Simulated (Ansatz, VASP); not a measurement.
**SrTlW in VASP and in Ansatz**

```
Sr Tl W
1.0
     4.36071    0.00000    0.00000
     0.00000    4.36071    0.00000
     0.00000    0.00000    5.43406
Sr Tl W
1 1 1
Cartesian
  0.0000 0.0000 0.0000
  2.1804 2.1804 2.7170
  2.1804 2.1804 0.0000
```

Alike in both runs: functional PBE; k mesh 10 × 10 × 8; occupations gaussian, width 0.1 eV; no spin polarisation.

Ansatz relaxed the structure, and its values are those at the end. VASP's run is a single point on that final structure, the one shown.

|  | VASP | Ansatz |
| --- | --- | --- |
| version | VASP 6.6.1 | Ansatz 0.2.0 |
| potentials or method | VASP PAW PBE potentials, release 64 (Sr_sv, Tl_d, W_sv), cutoff 520 eV | scalar-relativistic, plane waves, PAW |
| valence electrons in the cell | 37 | 37 |

```tsv
	VASP	Ansatz	Ansatz less VASP
gap on the k mesh at the Fermi level (eV)	none	none	-
pressure (GPa)	0.0	0.0	-0.07
```

A gap of «none» marks a metal or a gap that the smearing closes. The functional is the same, so the differences come from potentials, cutoffs and numerics.

Neither program's run includes spin-orbit coupling.
